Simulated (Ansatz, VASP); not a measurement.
## K: VASP beside Ansatz

The input INCAR:

```
SYSTEM = K
  ALGO = Normal
  EDIFF = 1E-6
  EDIFFG = -0.002
  ENCUT = 600
  GGA = CA
  IBRION = 2
  ISIF = 3
  ISMEAR = -1
  LASPH = .True.
  LCHARG = .False.
  LREAL = .False.
  LWAVE = .False.
  NELM = 80
  NSW = 100
  PREC = Accurate
  SIGMA = 0.08
```

The input KPOINTS:

```
k-points
0
Gamma
  16 16 16
  0 0 0
```

Contents of POSCAR:

```
K
1.0
   -2.6125000000      2.6125000000      2.6125000000
    2.6125000000     -2.6125000000      2.6125000000
    2.6125000000      2.6125000000     -2.6125000000
K
1
Direct
    0.0000000000      0.0000000000      0.0000000000
```

Input for Ansatz:

```yaml
crystal:
  lattice:
    - [-2.6125, 2.6125, 2.6125]
    - [2.6125, -2.6125, 2.6125]
    - [2.6125, 2.6125, -2.6125]
  atoms:
    - { symbol: K, position: [0.0, 0.0, 0.0] }
kpoints:
  mp_grid: { grid: [16, 16, 16] }
scf:
  occupations: { method: fermi_dirac, width: 0.08 }
hamiltonian:
  xc: lda
  pseudopotentials: { kind: paw }
relax:
  f_tol: 0.002
  max_steps: 80
  cell: {}
output:
  forces: true
  stress: true
```

Alike in both runs: task relaxation of cell and atoms; functional LDA; k mesh 16 × 16 × 16; occupations fermi-dirac, width 0.08 eV; no spin polarisation.

```csv
,VASP,Ansatz
version,VASP 6.6.1,Ansatz 0.2.0
potentials or method,"VASP PAW LDA potentials, release 64 (K_sv)","PAW with Ansatz's default frozen-core files, scalar-relativistic"
plane-wave cutoff (eV),600,420
valence electrons in the cell,9,9
```

|  | VASP | Ansatz | Ansatz less VASP |
| --- | --- | --- | --- |
| relaxed volume (Å³/atom) | 64.14 | 64.36 | +0.221 |
| relaxed cell length with the largest relative difference (Å) | 4.368 | 4.373 | +0.0050 |

LDA's correlation is that of Perdew and Zunger in VASP and of Perdew and Wang (1992) in Ansatz.
